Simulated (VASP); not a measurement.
# NaF (I4/mmm) in VASP: notebook

Runs on NaF. Level: PBE. Tasks: single point.

Program: VASP 6.6.1. These are calculated values, not measurements. Logs are shortened: lines on timing, memory, paths and dates and some standing lists are left out, and cuts for length are marked.

### Step 1. The cell of the first run

It takes space group I4/mmm (No. 139, tetragonal). Conventional cell: a = 3.569 Å, b = 3.569 Å, c = 3.937 Å, α = 90.00°, β = 90.00°, γ = 90.00°. Within 2.6 Å of Na (site symmetry 4/mmm) lie 6 F at 1.97 to 2.52 Å. Within 2.6 Å of F (site symmetry 4/mmm) lie 6 Na at 1.97 to 2.52 Å.

### Step 2. Single point, PBE

INCAR reads:

```
  PREC = Accurate
  ENCUT = 520
  EDIFF = 1E-7
  ISMEAR = 0
  SIGMA = 0.05
  LREAL = False
  LASPH = True
  NELM = 60
  ALGO = Normal
  ISIF = 2
  LWAVE = False
  LCHARG = True
  GGA = PE
  LELF = True
  LVHAR = True
  NBANDS = 14
```

KPOINTS reads:

```
regular mesh
0
Gamma
  10 10 10
```

POSCAR reads:

```
NaF
1.0
    0.0000000000      2.5239093830      1.9686493187
    2.5239093830      0.0000000000      1.9686493187
    2.5239093830      2.5239093830      0.0000000000
Na F
1 1
Direct
    0.0000000000      0.0000000000      0.0000000000
    0.5000000000      0.5000000000      0.5000000000
```

Potentials or basis: VASP PAW PBE potentials, release 64 (Na_pv, F).

On the command line:

```sh
$ cat potpaw_PBE.64/Na_pv/POTCAR potpaw_PBE.64/F/POTCAR > POTCAR
$ mpirun -np 1 vasp_std > vasp.out
```

OUTCAR:

```text
PREC = Accurate
   ENCUT = 520
   EDIFF = 1E-7
   ISMEAR = 0
   LREAL = False
   LASPH = True
   NELM = 60
   ISIF = 2
   GGA = PE

 ion  position               nearest neighbor table
   1  0.000  0.000  0.000-   2 1.97   2 1.97
   2  0.500  0.500  0.500-   1 1.97   1 1.97

  LATTYP: Found a body centered tetragonal cell.
 ALAT       =     3.5693468796
 C/A-ratio  =     1.1030865786

  Lattice vectors:

 A1 = (   0.0000000000,  -2.5239093830,  -1.9686493187)
 A2 = (   0.0000000000,   2.5239093830,  -1.9686493187)
 A3 = (   2.5239093830,   0.0000000000,   1.9686493187)

Analysis of symmetry for initial positions (statically):
=====================================================================
 Subroutine PRICEL returns:
 Original cell was already a primitive cell.

 Routine SETGRP: Setting up the symmetry group for a
 body centered tetragonal supercell.

 Subroutine GETGRP returns: Found 16 space group operations
 (whereof 16 operations were pure point group operations)
 out of a pool of 16 trial point group operations.

The static configuration has the point symmetry D_4h.

Analysis of symmetry for dynamics (positions and initial velocities):
=====================================================================
 Subroutine PRICEL returns:
 Original cell was already a primitive cell.

 Routine SETGRP: Setting up the symmetry group for a
 body centered tetragonal supercell.

 Subroutine GETGRP returns: Found 16 space group operations
 (whereof 16 operations were pure point group operations)
 out of a pool of 16 trial point group operations.

The dynamic configuration has the point symmetry D_4h.

 Subroutine INISYM returns: Found 16 space group operations
 (whereof 16 operations are pure point group operations),
 and found     1 'primitive' translations

----------------------------------------------------------------------------------------

                                     Primitive cell

  volume of cell :      25.0811

  direct lattice vectors                    reciprocal lattice vectors
     0.000000000  2.523909383  1.968649319    -0.198105369  0.198105369  0.253981242
     2.523909383  0.000000000  1.968649319     0.198105369 -0.198105369  0.253981242
     2.523909383  2.523909383  0.000000000     0.198105369  0.198105369 -0.253981242

  length of vectors
     3.200890300  3.200890300  3.569346880     0.378150692  0.378150692  0.378150692

  position of ions in fractional coordinates (direct lattice)
     0.000000000  0.000000000  0.000000000
     0.500000000  0.500000000  0.500000000

  ion indices of the primitive-cell ions
   primitive index   ion index
                 1           1
                 2           2

----------------------------------------------------------------------------------------

 KPOINTS: regular mesh

Automatic generation of k-mesh.
 Grid dimensions read from file:
 generate k-points for:   10   10   10

 Generating k-lattice:

  Cartesian coordinates                     Fractional coordinates (reciprocal lattice)
    -0.019810537  0.019810537  0.025398124     0.100000000 -0.000000000  0.000000000
     0.019810537 -0.019810537  0.025398124    -0.000000000  0.100000000  0.000000000
     0.019810537  0.019810537 -0.025398124     0.000000000  0.000000000  0.100000000

  Length of vectors
     0.037815069  0.037815069  0.037815069

  Shift w.r.t. Gamma in fractional coordinates (k-lattice)
     0.000000000  0.000000000  0.000000000

 Subroutine IBZKPT returns following result:
 ===========================================

 Found    102 irreducible k-points:

 Following reciprocal coordinates:
            Coordinates               Weight
  0.000000  0.000000  0.000000      1.000000
  0.100000 -0.000000  0.000000      8.000000
  0.200000 -0.000000  0.000000      8.000000
  0.300000 -0.000000  0.000000      8.000000
  0.400000 -0.000000  0.000000      8.000000
  0.500000 -0.000000  0.000000      4.000000
[... 16 lines left out ...]
  0.300000  0.300000  0.000000      2.000000
  0.400000  0.300000  0.000000      8.000000
 [... further k-points ...]
   k-points           NKPTS =    102   k-points in BZ     NKDIM =    102   number of bands    NBANDS=     14
   number of dos      NEDOS =    301   number of ions     NIONS =      2
   total plane-waves  NPLWV =  16128
   dimension x,y,z NGX =    24 NGY =   24 NGZ =   28
   dimension x,y,z NGXF=    48 NGYF=   48 NGZF=   56
   ions per type =               1   1
   NGX,Y,Z   is equivalent  to a cutoff of  12.46, 12.46, 13.04 a.u.
   NGXF,Y,Z  is equivalent  to a cutoff of  24.93, 24.93, 26.08 a.u.
 SYSTEM =  unknown system
   PREC   = accura    normal or accurate (medium, high low for compatibility)
   ISTART =      0    job   : 0-new  1-cont  2-samecut
   ICHARG =      2    charge: 1-file 2-atom 10-const
   ISPIN  =      1    spin polarized calculation?
   LNONCOLLINEAR =      F non collinear calculations
   LSORBIT =      F    spin-orbit coupling
   LASPH  =      T    aspherical Exc in radial PAW
   ENCUT  =  520.0 eV  38.22 Ry    6.18 a.u.   5.95  5.95  6.64*2*pi/ulx,y,z
   NELM   =     60;   NELMIN=  2; NELMDL= -5     # of ELM steps
   EDIFF  = 0.1E-06   stopping-criterion for ELM
   LREAL  =      F    real-space projection
   EDIFFG = 0.1E-05   stopping-criterion for IOM
   NSW    =      0    number of steps for IOM
   IBRION =     -1    ionic relax: 0-MD 1-quasi-New 2-CG
   NFREE  =      0    steps in history (QN), initial steepest desc. (CG)
   ISIF   =      2    stress and relaxation
   ISYM   =      2    0-nonsym 1-usesym 2-fastsym
   POTIM  = 0.5000    time-step for ionic-motion
   TEBEG  =    0.0;   TEEND  =   0.0 temperature during run
   PSTRESS=    0.0 pullay stress
   NELECT =      14.0000    total number of electrons
   NUPDOWN=      -1.0000    fix difference up-down
   EMIN   =  10.00;   EMAX   =-10.00  energy-range for DOS
   EFERMI =   0.00;   METHOD = LEGACY
   ISMEAR =     0;   SIGMA  =   0.05  broadening in eV -4-tet -1-fermi 0-gaus
   EFERMI_NEDOS =   21; number of points for ismear=-14 and -15
   IALGO  =     38    algorithm
   IMIX   =      4    mixing-type and parameters
     AMIX     =   0.40;   BMIX     =  1.00
     AMIX_MAG =   1.60;   BMIX_MAG =  1.00
  volume/ion in A,a.u.               =      12.54        84.63
  Fermi-wavevector in a.u.,A,eV,Ry     =   1.347935  2.547227 24.720809  1.816928
  Thomas-Fermi vector in A             =   2.475645
   LORBIT       =      0    0 simple, 1 ext, 2 COOP (PROOUT), +10 PAW based schemes
   GGA     = PE    functional components
   LHFCALC =     F    Hartree Fock is set to
   AEXX    =    0.0000 exact exchange contribution
   IVDW    =     0    specifies the selected vdW correction
   LEPSILON=     F    determine dielectric tensor
   LRPA    =     F    only Hartree local field effects (RPA)
 non-spin polarized calculation
 Gauss-broadening in eV      SIGMA  =   0.05
  energy-cutoff  :      520.00
  volume of cell :       25.08
 maximum number of plane-waves:       694
   NGX = 11   NGY = 11   NGZ = 13

 number of electron      14.0000001 magnetization

 Free energy of the ion-electron system (eV)
  ---------------------------------------------------
  ext. energy  EPLUGINS =         0.00000000
  ---------------------------------------------------
  free energy    TOTEN  =        -8.14753166 eV

  energy without entropy =       -8.14753166  energy(sigma->0) =       -8.14753166

 E-fermi :  -1.7719     XC(G=0):  -9.0292

 val. band max:       -2.0673152797   @ k =   0.0000   0.0000   0.0000
 cond. band min:       4.0003139550   @ k =   0.0000   0.0000   0.0000
 fundamental gap:      6.0676292347
 Fermi energy:        -1.7719070433

 k-point     1 :       0.0000    0.0000    0.0000
  band No.  band energies     occupation
      1     -21.3602      2.00000
      2     -20.8932      2.00000
      3     -20.8932      2.00000
      4     -20.8807      2.00000
      5      -2.1458      2.00000
      6      -2.1458      2.00000
      7      -2.0673      2.00000
      8       4.0003      0.00000
      9      16.8736      0.00000
     10      16.8736      0.00000
     11      18.4877      0.00000
     12      18.4995      0.00000
     13      20.3456      0.00000
     14      22.9448      0.00000

 k-point     2 :       0.1000   -0.0000    0.0000
  band No.  band energies     occupation
      1     -21.5683      2.00000
      2     -20.8968      2.00000
      3     -20.8951      2.00000
      4     -20.6458      2.00000
      5      -2.3122      2.00000
      6      -2.1836      2.00000
      7      -2.1232      2.00000
      8       4.3519      0.00000
      9      15.9718      0.00000
     10      16.8850      0.00000
     11      18.0244      0.00000
     12      18.3422      0.00000
     13      21.7068      0.00000
     14      23.1420      0.00000

 k-point     3 :       0.2000   -0.0000    0.0000
  band No.  band energies     occupation
      1     -21.8606      2.00000
      2     -20.9064      2.00000
      3     -20.9025      2.00000
      4     -20.2796      2.00000
      5      -2.7562      2.00000
      6      -2.2809      2.00000
      7      -2.2011      2.00000
      8       5.2633      0.00000
      9      14.1107      0.00000
     10      16.7199      0.00000
     11      18.3519      0.00000
     12      18.4583      0.00000
     13      21.6182      0.00000
     14      24.3587      0.00000
[... 324 lines left out ...]
 k-point    23 :       0.3000    0.3000    0.0000
  band No.  band energies     occupation
      1     -22.1801      2.00000
      2     -20.9518      2.00000
      3     -20.9518      2.00000
      4     -19.7609      2.00000
      5      -3.1912      2.00000
      6      -2.6182      2.00000
      7      -2.6182      2.00000
      8       7.8898      0.00000
      9      11.2444      0.00000
     10      15.8614      0.00000
     11      15.8614      0.00000
     12      19.5785      0.00000
     13      21.8750      0.00000
     14      26.1408      0.00000

 k-point    24 :       0.4000    0.3000    0.0000
  band No.  band energies     occupation
      1     -22.0193      2.00000
      2     -20.9638      2.00000
      3     -20.9631      2.00000
      4     -19.9543      2.00000
      5      -3.1863      2.00000
      6      -2.6915      2.00000
      7      -2.6873      2.00000
      8       9.1211      0.00000
      9      10.5262      0.00000
     10      15.7807      0.00000
     11      15.7827      0.00000
     12      17.9916      0.00000
     13      22.6647      0.00000
     14      25.3703      0.00000

 [... further k-points ...]

------------------------ aborting loop because EDIFF is reached ----------------------------------------

  FORCE on cell =-STRESS in cart. coord.  units (eV):
  Direction    XX          YY          ZZ          XY          YZ          ZX
  --------------------------------------------------------------------------------------
  -------------------------------------------------------------------------------------
  Total       -0.2995326     -0.2995326      6.0006000      0.0000000      0.0000000      0.0000000
  in kB      -19.1341358    -19.1341358    383.3181501      0.0000000      0.0000000      0.0000000
  external PRESSURE =     115.0166262 kB  Pullay stress =       0.0000000 kB

 VOLUME and BASIS-vectors are now :
 -----------------------------------------------------------------------------
  energy-cutoff  :      520.00
  volume of cell :       25.08
      direct lattice vectors                 reciprocal lattice vectors
     0.000000000  2.523909383  1.968649319    -0.198105369  0.198105369  0.253981242
     2.523909383  0.000000000  1.968649319     0.198105369 -0.198105369  0.253981242
     2.523909383  2.523909383  0.000000000     0.198105369  0.198105369 -0.253981242

 POSITION                                       TOTAL-FORCE (eV/Angst)
 -----------------------------------------------------------------------------------
      0.00000      0.00000      0.00000        -0.000000      0.000000      0.000000
      2.52391      2.52391      1.96865         0.000000     -0.000000     -0.000000
 -----------------------------------------------------------------------------------
    total drift:                                0.000000     -0.000000      0.000000

  FREE ENERGIE OF THE ION-ELECTRON SYSTEM (eV)
  ---------------------------------------------------
  free  energy   TOTEN  =        -8.1475316603 eV

  energy  without entropy=       -8.1475316603  energy(sigma->0) =       -8.14753166
```

It took 64 s on 1 thread of AMD EPYC 7R13, shared host; peak memory 0.13 GiB.

What came out:

| Property | Result |
| --- | --- |
| Free energy | -8.1475 eV |
| Pressure | 11.5 GPa |
| Band gap on the k mesh | 6.07 eV |

Stress tensor (GPa, compression positive):
```
-1.91  0.00  0.00
 0.00 -1.91  0.00
 0.00  0.00 38.33
```

Levels at points of the mesh, in eV from the valence-band top:
```csv
k point,band 5,band 6,band 7,band 8,band 9,band 10
"(0.00, 0.00, 0.00)",-0.08,-0.08,0.00,6.07,18.94,18.94
"(0.50, 0.00, 0.00)",-1.63,-0.46,-0.32,10.64,12.22,18.04
"(0.50, 0.50, 0.00)",-0.85,-0.74,-0.74,11.77,14.73,15.47
"(0.50, 0.00, 0.50)",-1.46,-0.33,-0.21,11.95,13.02,14.60
```

Caveat: the cell stands under pressure. A k mesh can miss the band edges.

### Step 3. Single point, PBE

This run uses another cell than the first one, of the same volume but with other edges.

INCAR reads:

```
SYSTEM = NaF
  PREC = Accurate
  ENCUT = 520
  EDIFF = 1E-6
  ISMEAR = 0
  SIGMA = 0.05
  LREAL = .False.
  LASPH = .True.
  NELM = 80
  ALGO = Normal
  ISIF = 2
  LWAVE = .False.
  LCHARG = .False.
  GGA = PE
  NBANDS = 14
```

KPOINTS reads:

```
Automatic mesh
0
Gamma
  10 10 10
  0 0 0
```

POSCAR reads:

```
NaF
1.0
    0.0000000000      2.1287476179      2.7673719033
    2.1287476179      0.0000000000      2.7673719033
    2.1287476179      2.1287476179      0.0000000000
Na F
1 1
Direct
    0.0000000000      0.0000000000      0.0000000000
    0.5000000000      0.5000000000      0.5000000000
```

Potentials or basis: VASP PAW PBE potentials, release 64 (Na_pv, F).

On the command line:

```sh
$ cat potpaw_PBE.64/Na_pv/POTCAR potpaw_PBE.64/F/POTCAR > POTCAR
$ mpirun -np 1 vasp_std > vasp.out
```

OUTCAR:

```text
SYSTEM = NaF
   PREC = Accurate
   ENCUT = 520
   EDIFF = 1E-6
   ISMEAR = 0
   LREAL = .False.
   LASPH = .True.
   NELM = 80
   ISIF = 2
   GGA = PE

 ion  position               nearest neighbor table
   1  0.000  0.000  0.000-   2 2.13   2 2.13   2 2.13   2 2.13
   2  0.500  0.500  0.500-   1 2.13   1 2.13   1 2.13   1 2.13

  LATTYP: Found a body centered tetragonal cell.
 ALAT       =     3.0105037521
 C/A-ratio  =     1.8384776311

  Lattice vectors:

 A1 = (  -2.1287476179,   0.0000000000,   2.7673719033)
 A2 = (   2.1287476179,   0.0000000000,   2.7673719033)
 A3 = (   0.0000000000,   2.1287476179,  -2.7673719033)

Analysis of symmetry for initial positions (statically):
=====================================================================
 Subroutine PRICEL returns:
 Original cell was already a primitive cell.

 Routine SETGRP: Setting up the symmetry group for a
 body centered tetragonal supercell.

 Subroutine GETGRP returns: Found 16 space group operations
 (whereof 16 operations were pure point group operations)
 out of a pool of 16 trial point group operations.

The static configuration has the point symmetry D_4h.

[... 177 lines left out ...]
      8       4.0113      0.00000
      9      16.1203      0.00000
     10      18.0466      0.00000
     11      18.0466      0.00000
     12      18.9985      0.00000
     13      20.3578      0.00000
     14      20.8193      0.00000
[... 377 lines left out ...]
      1     -21.4795      2.00000
      2     -21.0208      2.00000
      3     -20.8568      2.00000
      4     -20.6552      2.00000
      5      -3.3399      2.00000
      6      -2.3597      2.00000
      7      -2.2392      2.00000
      8       7.4526      0.00000
      9      13.0138      0.00000
     10      13.3060      0.00000
     11      18.7769      0.00000
     12      19.5307      0.00000
     13      23.0912      0.00000
     14      26.6048      0.00000

 [... further k-points ...]

------------------------ aborting loop because EDIFF is reached ----------------------------------------

  FORCE on cell =-STRESS in cart. coord.  units (eV):
  Direction    XX          YY          ZZ          XY          YZ          ZX
  --------------------------------------------------------------------------------------
  -------------------------------------------------------------------------------------
  Total        2.4061172      2.4061172     -0.5314062      0.0000000     -0.0000000     -0.0000000
  in kB      153.7026973    153.7026973    -33.9462118      0.0000000     -0.0000000     -0.0000000
  external PRESSURE =      91.1530609 kB  Pullay stress =       0.0000000 kB

 VOLUME and BASIS-vectors are now :
 -----------------------------------------------------------------------------
  energy-cutoff  :      520.00
  volume of cell :       25.08
      direct lattice vectors                 reciprocal lattice vectors
     0.000000000  2.128747618  2.767371903    -0.234879887  0.234879887  0.180676836
     2.128747618  0.000000000  2.767371903     0.234879887 -0.234879887  0.180676836
     2.128747618  2.128747618  0.000000000     0.234879887  0.234879887 -0.180676836

 POSITION                                       TOTAL-FORCE (eV/Angst)
 -----------------------------------------------------------------------------------
      0.00000      0.00000      0.00000         0.000000     -0.000000      0.000000
      2.12875      2.12875      2.76737        -0.000000      0.000000      0.000000
 -----------------------------------------------------------------------------------
    total drift:                                0.000000      0.000000      0.000000

  FREE ENERGIE OF THE ION-ELECTRON SYSTEM (eV)
  ---------------------------------------------------
  free  energy   TOTEN  =        -8.3049035657 eV

  energy  without entropy=       -8.3049035657  energy(sigma->0) =       -8.30490357
```

OSZICAR:

```text
N       E                     dE             d eps       ncg     rms          rms(c)
DAV:   1     0.108754077838E+03    0.10875E+03   -0.78215E+03  2902   0.123E+03
DAV:   2    -0.370209302138E+01   -0.11246E+03   -0.10431E+03  3072   0.345E+02
DAV:   3    -0.929560326399E+01   -0.55935E+01   -0.55820E+01  3528   0.696E+01
DAV:   4    -0.934128478875E+01   -0.45682E-01   -0.45680E-01  3258   0.674E+00
DAV:   5    -0.934174130913E+01   -0.45652E-03   -0.45652E-03  3642   0.676E-01    0.578E+00
DAV:   6    -0.831668276400E+01    0.10251E+01   -0.34906E+00  4006   0.166E+01    0.186E+00
DAV:   7    -0.830289113032E+01    0.13792E-01   -0.37029E-02  2952   0.213E+00    0.111E+00
DAV:   8    -0.830412020463E+01   -0.12291E-02   -0.31263E-02  3030   0.301E+00    0.167E-01
DAV:   9    -0.830492284735E+01   -0.80264E-03   -0.49720E-03  3696   0.722E-01    0.111E-01
DAV:  10    -0.830489839039E+01    0.24457E-04   -0.10574E-03  3066   0.421E-01    0.133E-02
DAV:  11    -0.830490278637E+01   -0.43960E-05   -0.29632E-05  3468   0.577E-02    0.419E-03
DAV:  12    -0.830490356572E+01   -0.77935E-06   -0.43840E-06  3042   0.207E-02
   1 F= -.83049036E+01 E0= -.83049036E+01  d E =-.217446E-15
```

It took 58 s on 1 thread of AMD EPYC 7R13, shared host; peak memory 0.13 GiB.

Results:

```
Free energy            : -8.3049 eV
Pressure               : 9.1 GPa
Band gap on the k mesh : 6.12 eV
```

Levels at points of the mesh, in eV from the valence-band top:
```
           k point  band 3  band 4  band 5  band 6  band 7  band 8  band 9  band 10  band 11  band 12
(0.00, 0.00, 0.00)  -18.74  -18.74   -0.15    0.00    0.00    6.12   18.22    20.15    20.15    21.10
(0.50, 0.00, 0.00)  -18.72  -17.77   -1.66   -0.46   -0.21   10.65   12.21    18.54    21.19    22.93
(0.50, 0.50, 0.00)  -18.76  -18.76   -1.46   -0.16   -0.16   10.92   13.30    15.10    21.94    21.94
(0.50, 0.00, 0.50)  -18.89  -18.87   -1.16   -0.75   -0.34   12.96   13.95    14.28    17.81    20.34
```

Caveat: the cell stands under pressure.
